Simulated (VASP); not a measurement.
# SnO2 (P4_2/mnm) in VASP: vibrations by perturbation theory with PBE

Aim: the vibrations by perturbation theory of SnO2 with PBE.

Program: VASP 6.6.1. These are calculated values, not measurements. Logs are shortened: lines on timing, memory, paths and dates and some standing lists are left out, and cuts for length are marked.

### 1 The cell of the first run

Symmetry: P4_2/mnm, No. 136, tetragonal system. The conventional cell has a = 4.827 Å, b = 4.827 Å, c = 3.238 Å, α = 90.00°, β = 90.00°, γ = 90.00°. Sn (site symmetry mmm) has 6 O at 2.09 Å within 2.8 Å. O (site symmetry m2m) has 3 Sn at 2.09 Å and 1 O at 2.64 Å within 2.8 Å.

### 2 Vibrations by perturbation theory, PBE

File INCAR:

```
  ALGO = Normal
  EDIFF = 1E-8
  ENCUT = 520
  GGA = PE
  IBRION = 8
  ISIF = 2
  ISMEAR = 0
  LASPH = T
  LCHARG = F
  LEPSILON = T
  LREAL = F
  LWAVE = F
  NBANDS = 35
  NELM = 60
  NSW = 1
  PREC = Accurate
  SIGMA = 0.01
```

File KPOINTS:

```
k-points
0
Gamma
  4 4 6
```

File POSCAR:

```
SnO2
1.0
    4.8271899931      0.0000000000      0.0000000000
    0.0000000000      4.8271899931      0.0000000000
    0.0000000000      0.0000000000      3.2381523548
Sn O
2 4
Direct
    0.5000000000      0.5000000000      0.5000000000
    0.0000000000      0.0000000000      0.0000000000
    0.1934234795      0.8065765205      0.5000000000
    0.8065765205      0.1934234795      0.5000000000
    0.3065765205      0.3065765205      0.0000000000
    0.6934234795      0.6934234795      0.0000000000
```

Potentials or basis: VASP PAW PBE potentials, release 64 (Sn_d, O).

Started as:

```sh
cat potpaw_PBE.64/Sn_d/POTCAR potpaw_PBE.64/O/POTCAR > POTCAR
mpirun -np 1 vasp_std > vasp.out
```

OUTCAR:

```text
EDIFF = 1E-8
   ENCUT = 520
   GGA = PE
   IBRION = 8
   ISIF = 2
   ISMEAR = 0
   LASPH = T
   LEPSILON = T
   LREAL = F
   NELM = 60
   NSW = 1
   PREC = Accurate

 ion  position               nearest neighbor table
   1  0.500  0.500  0.500-   5 2.09   6 2.09   5 2.09   6 2.09   3 2.09   4 2.09
   2  0.000  0.000  0.000-   3 2.09   4 2.09   3 2.09   4 2.09   5 2.09   6 2.09
   3  0.193  0.807  0.500-   2 2.09   2 2.09   1 2.09
   4  0.807  0.193  0.500-   2 2.09   2 2.09   1 2.09
   5  0.307  0.307  0.000-   1 2.09   1 2.09   2 2.09
   6  0.693  0.693  0.000-   1 2.09   1 2.09   2 2.09

  LATTYP: Found a simple tetragonal cell.
 ALAT       =     4.8271899931
 C/A-ratio  =     0.6708151864

  Lattice vectors:

 A1 = (   4.8271899931,   0.0000000000,   0.0000000000)
 A2 = (   0.0000000000,   4.8271899931,   0.0000000000)
 A3 = (   0.0000000000,   0.0000000000,   3.2381523548)

Analysis of symmetry for initial positions (statically):
=====================================================================
 Subroutine PRICEL returns:
 Original cell was already a primitive cell.

 Routine SETGRP: Setting up the symmetry group for a
 simple tetragonal supercell.

 Subroutine GETGRP returns: Found 16 space group operations
 (whereof  8 operations were pure point group operations)
 out of a pool of 16 trial point group operations.

The static configuration has the point symmetry D_2h.
 The point group associated with its full space group is D_4h.

Analysis of symmetry for dynamics (positions and initial velocities):
=====================================================================
 Subroutine PRICEL returns:
 Original cell was already a primitive cell.

 Routine SETGRP: Setting up the symmetry group for a
 simple tetragonal supercell.

 Subroutine GETGRP returns: Found 16 space group operations
 (whereof  8 operations were pure point group operations)
 out of a pool of 16 trial point group operations.

The dynamic configuration has the point symmetry D_2h.
 The point group associated with its full space group is D_4h.

 Subroutine INISYM returns: Found 16 space group operations
 (whereof  8 operations are pure point group operations),
 and found     1 'primitive' translations

----------------------------------------------------------------------------------------

                                     Primitive cell

  volume of cell :      75.4547

  direct lattice vectors                    reciprocal lattice vectors
[... 1161 lines left out ...]
  x     0.00000     0.00000     0.00000     0.00000     0.00000     0.00000
  y     0.00000     0.00000     0.00000     0.00000     0.00000     0.00000
  z     0.00000     0.00000     0.00000     0.00000     0.00000     0.00000

 PIEZOELECTRIC TENSOR (including local field effects)  for field in x, y, z        (C/m^2)
          XX          YY          ZZ          XY          YZ          ZX
  --------------------------------------------------------------------------------
  x     0.00000     0.00000     0.00000     0.00000     0.00000     0.00000
  y     0.00000     0.00000     0.00000     0.00000     0.00000     0.00000
  z     0.00000     0.00000     0.00000     0.00000     0.00000     0.00000

 BORN EFFECTIVE CHARGES (including local field effects) (in |e|, cummulative output)
 ---------------------------------------------------------------------------------
 ion    1
    1     4.11718    -0.53027     0.00000
    2    -0.53027     4.11718     0.00000
    3     0.00000     0.00000     4.50510
 ion    2
    1     4.11718     0.53027     0.00000
    2     0.53027     4.11718     0.00000
    3     0.00000     0.00000     4.50510
 ion    3
    1    -2.05859     0.78272     0.00000
    2     0.78272    -2.05859     0.00000
    3     0.00000     0.00000    -2.25255
 ion    4
    1    -2.05859     0.78272     0.00000
    2     0.78272    -2.05859     0.00000
    3     0.00000     0.00000    -2.25255
 ion    5
    1    -2.05859    -0.78272     0.00000
    2    -0.78272    -2.05859     0.00000
    3     0.00000     0.00000    -2.25255
 ion    6
    1    -2.05859    -0.78272     0.00000
    2    -0.78272    -2.05859     0.00000
    3     0.00000     0.00000    -2.25255

 INTERNAL STRAIN TENSOR FOR ION    6 for displacements in x,y,z  (eV/Angst):
          X           Y           Z          XY          YZ          ZX
  --------------------------------------------------------------------------------
  x    -2.18941    -1.25239    -4.07606     1.76459     0.00000     0.00000
  y    -1.25239    -2.18941    -4.07606     1.73142     0.00000     0.00000
  z     0.00000     0.00000     0.00000     0.00000    -4.21474    -4.78355

 SECOND DERIVATIVES (NOT SYMMETRIZED)
 ------------------------------------
               1X          1Y          1Z          2X          2Y          2Z          3X          3Y          3Z          4X          4Y          4Z          5X          5Y          5Z          6X          6Y          6Z
  1X   -21.461575   -1.549594    0.000000    8.855933    0.004530    0.000000    1.977908   -2.770601    0.000000    1.977908   -2.770601    0.000000    4.324913    3.543133    0.000000    4.324913    3.543133    0.000000
  1Y    -1.549594  -21.461575    0.000000    0.004530    8.855933    0.000000   -2.770601    1.977908    0.000000   -2.770601    1.977908    0.000000    3.543133    4.324913    0.000000    3.543133    4.324913    0.000000
  1Z     0.000000    0.000000  -17.671484    0.000000    0.000000    0.049751    0.000000    0.000000    0.416101    0.000000    0.000000    0.416101    0.000000    0.000000    8.394766    0.000000    0.000000    8.394766
  2X     8.855933   -0.004530    0.000000  -21.461575    1.549594    0.000000    4.324913   -3.543133    0.000000    4.324913   -3.543133    0.000000    1.977908    2.770601    0.000000    1.977908    2.770601    0.000000
  2Y    -0.004530    8.855933    0.000000    1.549594  -21.461575    0.000000   -3.543133    4.324913    0.000000   -3.543133    4.324913    0.000000    2.770601    1.977908    0.000000    2.770601    1.977908    0.000000
  2Z     0.000000    0.000000    0.049751    0.000000    0.000000  -17.671484    0.000000    0.000000    8.394766    0.000000    0.000000    8.394766    0.000000    0.000000    0.416101    0.000000    0.000000    0.416101
  3X     1.996730   -2.779240    0.000000    4.294378   -3.550426    0.000000  -12.020442    8.480837    0.000000    2.385103   -2.161978    0.000000   -0.279158   -0.395261    0.000000    3.623388    0.406068    0.000000
  3Y    -2.779240    1.996730    0.000000   -3.550426    4.294378    0.000000    8.480837  -12.020442    0.000000   -2.161978    2.385103    0.000000    0.406068    3.623388    0.000000   -0.395261   -0.279158    0.000000
  3Z     0.000000    0.000000    0.404264    0.000000    0.000000    8.402249    0.000000    0.000000  -11.808970    0.000000    0.000000   -0.318853    0.000000    0.000000    1.660655    0.000000    0.000000    1.660655
  4X     1.996730   -2.779240    0.000000    4.294378   -3.550426    0.000000    2.385103   -2.161978    0.000000  -12.020442    8.480837    0.000000    3.623388    0.406068    0.000000   -0.279158   -0.395261    0.000000
  4Y    -2.779240    1.996730    0.000000   -3.550426    4.294378    0.000000   -2.161978    2.385103    0.000000    8.480837  -12.020442    0.000000   -0.395261   -0.279158    0.000000    0.406068    3.623388    0.000000
  4Z     0.000000    0.000000    0.404264    0.000000    0.000000    8.402249    0.000000    0.000000   -0.318853    0.000000    0.000000  -11.808970    0.000000    0.000000    1.660655    0.000000    0.000000    1.660655
  5X     4.294378    3.550426    0.000000    1.996730    2.779240    0.000000   -0.279158    0.395261    0.000000    3.623388   -0.406068    0.000000  -12.020442   -8.480837    0.000000    2.385103    2.161978    0.000000
  5Y     3.550426    4.294378    0.000000    2.779240    1.996730    0.000000   -0.406068    3.623388    0.000000    0.395261   -0.279158    0.000000   -8.480837  -12.020442    0.000000    2.161978    2.385103    0.000000
  5Z     0.000000    0.000000    8.402249    0.000000    0.000000    0.404264    0.000000    0.000000    1.660655    0.000000    0.000000    1.660655    0.000000    0.000000  -11.808970    0.000000    0.000000   -0.318853
  6X     4.294378    3.550426    0.000000    1.996730    2.779240    0.000000    3.623388   -0.406068    0.000000   -0.279158    0.395261    0.000000    2.385103    2.161978    0.000000  -12.020442   -8.480837    0.000000
  6Y     3.550426    4.294378    0.000000    2.779240    1.996730    0.000000    0.395261   -0.279158    0.000000   -0.406068    3.623388    0.000000    2.161978    2.385103    0.000000   -8.480837  -12.020442    0.000000
  6Z     0.000000    0.000000    8.402249    0.000000    0.000000    0.404264    0.000000    0.000000    1.660655    0.000000    0.000000    1.660655    0.000000    0.000000   -0.318853    0.000000    0.000000  -11.808970

 Eigenvectors and eigenvalues of the dynamical matrix
 ----------------------------------------------------

   1 f  =   21.318200 THz   133.946200 2PiTHz  711.098603 cm-1    88.164951 meV
             X         Y         Z           dx          dy          dz
      2.413595  2.413595  1.619076     0.000000   -0.000000    0.000000
      0.000000  0.000000  0.000000     0.000000   -0.000000    0.000000
      0.933692  3.893498  1.619076    -0.353553    0.353553   -0.000000
      3.893498  0.933692  1.619076     0.353553   -0.353553    0.000000
      1.479903  1.479903  0.000000    -0.353553   -0.353553   -0.000000
      3.347287  3.347287  0.000000     0.353553    0.353553   -0.000000
[... 145 lines left out ...]
  18 f/i=    0.004907 THz     0.030834 2PiTHz    0.163691 cm-1     0.020295 meV
             X         Y         Z           dx          dy          dz
      2.413595  2.413595  1.619076     0.123625    0.615025    0.000000
      0.000000  0.000000  0.000000     0.123870    0.615074    0.000000
      0.933692  3.893498  1.619076     0.045609    0.226143    0.000000
      3.893498  0.933692  1.619076     0.045609    0.226143    0.000000
      1.479903  1.479903  0.000000     0.045381    0.226098    0.000000
      3.347287  3.347287  0.000000     0.045381    0.226098    0.000000

--------------------------------------------------------------------------------------------------------

 MACROSCOPIC STATIC DIELECTRIC TENSOR IONIC CONTRIBUTION
 ------------------------------------------------------
           8.864339    -0.000000     0.000000
          -0.000000     8.864339    -0.000000
           0.000000    -0.000000     5.525115
 ------------------------------------------------------

 ELASTIC MODULI CONTR FROM IONIC RELAXATION (kBar)
 Direction    XX          YY          ZZ          XY          YZ          ZX
 --------------------------------------------------------------------------------
 XX         -81.0925     31.6377    -58.5684     -0.0000      0.0000     -0.0000
 YY          31.6377    -81.0925    -58.5684     -0.0000     -0.0000      0.0000
 ZZ         -58.5684    -58.5684   -138.7229     -0.0000      0.0000     -0.0000
 XY          -0.0000     -0.0000     -0.0000    -17.4522     -0.0000      0.0000
 YZ           0.0000     -0.0000      0.0000     -0.0000   -131.3114     -0.0000
 ZX          -0.0000      0.0000     -0.0000      0.0000     -0.0000   -169.1453
 --------------------------------------------------------------------------------

 PIEZOELECTRIC TENSOR IONIC CONTR  for field in x, y, z        (C/m^2)
          XX          YY          ZZ          XY          YZ          ZX
  --------------------------------------------------------------------------------
  x     0.00000    -0.00000    -0.00000    -0.00000    -0.00000     0.00000
  y    -0.00000     0.00000    -0.00000     0.00000     0.00000    -0.00000
  z     0.00000     0.00000     0.00000     0.00000     0.00000     0.00000
```

It took 19 min on 1 thread of Intel Xeon Platinum 8259CL at 2.50GHz (Skylake/Cascade Lake), shared host; peak memory 0.51 GiB.

What came out:

```
Electronic dielectric tensor (diagonal)                 : 5.22, 5.22, 5.04
Born charges (mean of the diagonal)                     : Sn +4.25; O -2.12 e
Highest phonon frequency at Γ, LO-TO splitting left out : 711 cm⁻¹
```

Phonon frequencies in cm⁻¹ (negative: imaginary):
| q point | frequencies |
| --- | --- |
| (0.000, 0.000, 0.000) | 0 0 0 106 142 220 220 263 263 342 436 442 442 532 555 555 588 711 |

Electronic dielectric tensor:
```
5.22 0.00 0.00
0.00 5.22 0.00
0.00 0.00 5.04
```

Born effective charge tensors (e):
atom 1, Sn
```
 4.12 -0.53  0.00
-0.53  4.12  0.00
 0.00  0.00  4.51
```
atom 2, Sn
```
4.12 0.53 0.00
0.53 4.12 0.00
0.00 0.00 4.51
```
atom 3, O
```
-2.06  0.78  0.00
 0.78 -2.06  0.00
 0.00  0.00 -2.25
```
atom 4, O
```
-2.06  0.78  0.00
 0.78 -2.06  0.00
 0.00  0.00 -2.25
```
atom 5, O
```
-2.06 -0.78  0.00
-0.78 -2.06  0.00
 0.00  0.00 -2.25
```
atom 6, O
```
-2.06 -0.78  0.00
-0.78 -2.06  0.00
 0.00  0.00 -2.25
```

Caveat: spin-orbit coupling is left out, which moves the levels of the heavy elements.
